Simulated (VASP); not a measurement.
Wanted: the native input for a VASP 6.6.1 run.

```
Task                   : single point
Functional             : PBE
Potentials or basis    : VASP PAW PBE potentials, release 64 (Cu)
Cutoff                 : 600 eV
k mesh                 : 13 × 13 × 13
Occupations            : gaussian, width 0.021 eV
Spin                   : no spin polarisation
Dipole correction      : no
Further INCAR settings : ALGO = Normal; EDIFF = 1e-06; NBANDS = 12
```

The structure of Cu lies in POSCAR:

```
Cu
1.0
    0.0000000000      1.8075000000      1.8075000000
    1.8075000000      0.0000000000      1.8075000000
    1.8075000000      1.8075000000      0.0000000000
Cu
1
Direct
    0.0000000000      0.0000000000      0.0000000000
```

The input as run:

INCAR

```
  PREC = Accurate
  ENCUT = 600
  EDIFF = 1E-6
  ISMEAR = 0
  SIGMA = 0.020999999999999998
  LREAL = F
  LASPH = T
  NELM = 120
  ALGO = Normal
  ISIF = 2
  LWAVE = F
  LCHARG = F
  GGA = PE
  NBANDS = 12
  GGA_COMPAT = F
```

KPOINTS

```
regular mesh
0
Gamma
  13 13 13
```

Potentials or basis: VASP PAW PBE potentials, release 64 (Cu).

Run with:

```bash
$ cat potpaw_PBE.64/Cu/POTCAR > POTCAR
$ mpirun -np 1 vasp_std > vasp.out
```

It gave:

```json
{
  "Pressure": "2.3 GPa"
}
```

Run time: 5.4 s on 1 thread of AMD EPYC 9R45 96-Core Processor (Zen 5), on a shared host, peak memory 0.1 GiB.
